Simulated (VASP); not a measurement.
A run of VASP 6.6.1 is set up as follows.

INCAR

```
SYSTEM = Ti2O
ALGO = Normal
EDIFF = 1E-6
EDIFFG = -0.001
ENCUT = 600
GGA = PS
IBRION = 2
ISIF = 3
ISMEAR = -1
LASPH = .TRUE.
LCHARG = .FALSE.
LREAL = .FALSE.
LWAVE = .FALSE.
NELM = 100
NSW = 80
PREC = Accurate
SIGMA = 0.15
```

File KPOINTS:

```
k-points
0
G
  18 18 10
  0 0 0
```

The input POSCAR:

```
Ti2O
1.0
    2.9529519792      0.0000000000      0.0000000000
   -1.4764759896      2.5573314301      0.0000000000
    0.0000000000      0.0000000000      4.7237336553
Ti O
2 1
Direct
    0.6666666667      0.3333333333      0.2626749709
    0.3333333333      0.6666666667      0.7373250291
    0.0000000000      0.0000000000      0.0000000000
```

Potentials or basis: VASP PAW PBE potentials, release 64 (Ti_sv, O).

Run with:

```sh
$ cat potpaw_PBE.64/Ti_sv/POTCAR potpaw_PBE.64/O/POTCAR > POTCAR
$ mpirun -np 1 vasp_std > vasp.out
```

**Question.** Estimate the space group after relaxing (to 0.05 Å).

**Answer.** P-3m1 (No. 164).

**Question.** What does it give for the band gap on the k mesh?

**Answer.** Zero (band 15 reaches 10.42 eV, above the bottom of band 16 at 9.62 eV).

**Question.** Estimate the relaxed cell.

**Answer.** a = 2.953 Å, b = 2.953 Å, c = 4.734 Å, α = 90.00°, β = 90.00°, γ = 120.00°.

**Question.** Estimate the relaxed volume.

**Answer.** 11.91 Å³/atom.

Final structure:
```
Ti O
1.0
     2.95264    0.00000    0.00000
    -1.47632    2.55706    0.00000
     0.00000    0.00000    4.73425
Ti O
2 1
Cartesian
  1.4763 0.8524 1.2443
  0.0000 1.7047 3.4900
  0.0000 0.0000 0.0000
```

Caveat: the PAW data sets were made with another functional, which shifts forces and pressure a little.
